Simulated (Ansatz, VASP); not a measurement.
## Two plane-wave programs on SiSnTe3

INCAR

```
SYSTEM = SiSnTe3
PREC = Accurate
ENCUT = 500
EDIFF = 1E-6
ISMEAR = 0
SIGMA = 0.1
LREAL = .FALSE.
LASPH = .TRUE.
NELM = 120
ALGO = Normal
ISIF = 2
LWAVE = .FALSE.
LCHARG = .TRUE.
GGA = PE
LELF = .TRUE.
LVHAR = .TRUE.
NBANDS = 26
GGA_COMPAT = .FALSE.
```

Contents of KPOINTS:

```
Automatic mesh
0
G
  4 4 4
  0 0 0
```

File POSCAR:

```
SiSnTe3
1.0
    6.2683777400      0.0000000000      0.0000000000
    0.0000000000      6.2683777400      0.0000000000
    0.0000000000      0.0000000000      4.4013101900
Si Sn Te
1 1 3
Direct
    0.0000000000      0.0000000000      0.5000000000
    0.5000000000      0.5000000000      0.0000000000
    0.0000000000      0.5000000000      0.5000000000
    0.5000000000      0.0000000000      0.5000000000
    0.5000000000      0.5000000000      0.5000000000
```

Input for Ansatz:

```yaml
crystal:
  lattice:
    - [6.26837774, 0.0, 0.0]
    - [0.0, 6.26837774, 0.0]
    - [0.0, 0.0, 4.40131019]
  atoms:
    - { symbol: Si, position: [0.0, 0.0, 0.5] }
    - { symbol: Sn, position: [0.5, 0.5, 0.0] }
    - { symbol: Te, position: [0.0, 0.5, 0.5] }
    - { symbol: Te, position: [0.5, 0.0, 0.5] }
    - { symbol: Te, position: [0.5, 0.5, 0.5] }
basis:
  ecutwfc: 420
kpoints:
  mp_grid: { grid: [4, 4, 4] }
hamiltonian:
  xc: pbe
scf:
  occupations: { method: gaussian, width: 0.1 }
  lower_state_search: "off"
output:
  forces: true
  stress: true
  eigenvalues: true
```

Alike in both runs: task single point; functional PBE; k mesh 4 × 4 × 4; occupations gaussian, width 0.1 eV; no spin polarisation.

```csv
,VASP,Ansatz
version,VASP 6.6.1,Ansatz 0.2.0
potentials or method,"VASP PAW PBE potentials, release 64 (Si, Sn_d, Te), cutoff 500 eV","scalar-relativistic, plane waves, PAW"
valence electrons in the cell,36,66
```

```csv
,VASP,Ansatz,Ansatz less VASP
gap on the k mesh at the Fermi level (eV),none,none,-
pressure (GPa),15.9,16.4,+0.45
"traceless stress, the component that is largest in VASP (GPa)",34.46,35.41,+0.952
```

A gap of «none» marks a metal or a gap that the smearing closes. VASP's potentials hold 36 valence electrons a cell and Ansatz's 66, so a difference there can come from the potentials and not from the codes.

Spin-orbit coupling is off throughout.
